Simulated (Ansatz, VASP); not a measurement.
## Li in VASP and in Ansatz

Contents of INCAR:

```
PREC = Accurate ; ENCUT = 520
EDIFF = 1E-6 ; ISMEAR = 0
SIGMA = 0.15 ; LREAL = False
LASPH = True ; NELM = 60
ALGO = Fast ; ISIF = 2
LWAVE = False ; LCHARG = False
GGA = PE ; IVDW = 12
NBANDS = 10
```

File KPOINTS:

```
regular mesh
0
Gamma
  16 16 12
```

The input POSCAR:

```
Li
1.0
    0.0000000000     -2.0886081792     -2.0886081792
    0.0000000000      2.0886081792     -2.0886081792
    4.1772163584      0.0000000000      0.0000000000
Li
2
Direct
    0.6424393541      0.4389545625      0.5000000000
   -0.1424393541      0.0610454375      0.0000000000
```

Input for Ansatz:

```yaml
crystal:
  lattice:
    - [0.0, -2.0886081792, -2.0886081792]
    - [0.0, 2.0886081792, -2.0886081792]
    - [4.1772163584, 0.0, 0.0]
  atoms:
    - { symbol: Li, position: [0.6424393541, 0.4389545625, 0.5] }
    - { symbol: Li, position: [-0.1424393541, 0.0610454375, 0.0] }
basis:
  ecutwfc: 520.0
kpoints:
  mp_grid: { grid: [16, 16, 12] }
hamiltonian:
  xc: pbe
  dispersion: d3bj
scf:
  occupations: { method: gaussian, width: 0.15 }
output:
  forces: true
  stress: true
  eigenvalues: true
```

Change from the starting cell: mode 4 frozen in at -0.425 Å and mode 5 at -0.170 Å (largest displacements).

Alike in both runs: task single point; functional PBE; dispersion D3(BJ); k mesh 16 × 16 × 12; occupations gaussian, width 0.15 eV; no spin polarisation.

```csv
,VASP,Ansatz
version,VASP 6.6.1,Ansatz 0.2.0
potentials or method,"VASP PAW PBE potentials, release 64 (Li_sv), cutoff 520 eV","scalar-relativistic, plane waves, PAW"
valence electrons in the cell,6,6
```

```tsv
	VASP	Ansatz	Ansatz less VASP
gap on the k mesh at the Fermi level (eV)	none	none	-
rms of the force components (eV/Å)	0.317	0.317	-0.0002
```

Atom by atom the forces differ by 0.001 eV/Å (rms over components). A gap of «none» marks a metal or a gap that the smearing closes.

Noted on VASP's run: the cutoff is under 1.25 times that of the potentials, so the pressure is a little rough.
